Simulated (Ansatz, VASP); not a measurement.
# Si7Ge: VASP beside Ansatz

Contents of INCAR:

```
SYSTEM = Si7Ge
  PREC = Accurate
  ENCUT = 520
  EDIFF = 1E-7
  ISMEAR = 0
  SIGMA = 0.03
  LREAL = .False.
  LASPH = .True.
  NELM = 80
  ALGO = Normal
  ISIF = 2
  LWAVE = .False.
  LCHARG = .False.
  GGA = PS
  NBANDS = 31
```

The input KPOINTS:

```
Automatic mesh
0
Gamma
  6 6 6
  0 0 0
```

POSCAR

```
Si7Ge
1.0
    5.3256005646      0.1544052058      0.0414799572
    0.1544052058      5.3627948584      0.1223422189
    0.0414799572      0.1223422189      5.4592063426
Si Ge
7 1
Direct
    0.2441185564      0.2558182692      0.2519720926
    0.0004465519      0.4943275481      0.4985219565
    0.5022081422      0.5055221472      0.0020348183
    0.5080295791     -0.0013294413      0.4942106822
    0.7548797887      0.2521499382      0.7518956328
    0.7369030388      0.7467994345      0.2484993336
    0.2583085828      0.7520113727      0.7524634883
   -0.0048942399     -0.0052992687      0.0004019956
```

Input for Ansatz:

```yaml
crystal:
  lattice:
    - [5.3256005646, 0.1544052058, 0.0414799572]
    - [0.1544052058, 5.3627948584, 0.1223422189]
    - [0.0414799572, 0.1223422189, 5.4592063426]
  atoms:
    - { symbol: Si, position: [0.2441185564, 0.2558182692, 0.2519720926] }
    - { symbol: Si, position: [0.0004465519, 0.4943275481, 0.4985219565] }
    - { symbol: Si, position: [0.5022081422, 0.5055221472, 0.0020348183] }
    - { symbol: Si, position: [0.5080295791, -0.0013294413, 0.4942106822] }
    - { symbol: Si, position: [0.7548797887, 0.2521499382, 0.7518956328] }
    - { symbol: Si, position: [0.7369030388, 0.7467994345, 0.2484993336] }
    - { symbol: Si, position: [0.2583085828, 0.7520113727, 0.7524634883] }
    - { symbol: Ge, position: [-0.0048942399, -0.0052992687, 0.0004019956] }
basis:
  ecutwfc: 420
kpoints:
  mp_grid: { grid: [6, 6, 6] }
hamiltonian:
  xc: pbesol
scf:
  occupations: { method: gaussian, width: 0.03 }
output:
  forces: true
  stress: true
  eigenvalues: true
```

Change from the starting cell: all atoms moved at random (sigma 0.03 Å a component), cell strained at random (sigma 0.03).

Alike in both runs: task single point; functional PBEsol; k mesh 6 × 6 × 6; occupations gaussian, width 0.03 eV; no spin polarisation.

|  | VASP | Ansatz |
| --- | --- | --- |
| version | VASP 6.6.1 | Ansatz 0.2.0 |
| potentials or method | VASP PAW PBE potentials, release 64 (Si, Ge_d), cutoff 520 eV | scalar-relativistic, plane waves, PAW |
| valence electrons in the cell | 42 | 42 |

VASP gave:

- gap on the k mesh at the Fermi level (eV): 0.06
- least direct gap on the mesh (eV): 0.06
- pressure (GPa): 5.3
- traceless stress, the component that is largest in VASP (GPa): -7.00
- rms of the force components (eV/Å): 0.708

Question: Estimate Ansatz's values.

Answer: gap on the k mesh at the Fermi level (eV): 0.05; least direct gap on the mesh (eV): 0.05; pressure (GPa): 5.2; traceless stress, the component that is largest in VASP (GPa): -6.96; rms of the force components (eV/Å): 0.707.

VASP's potentials were made for PBE, not for PBEsol. Atom by atom the forces differ by 0.005 eV/Å (rms over components). With one functional, cell and mesh, what is left measures potentials, basis and numerics.
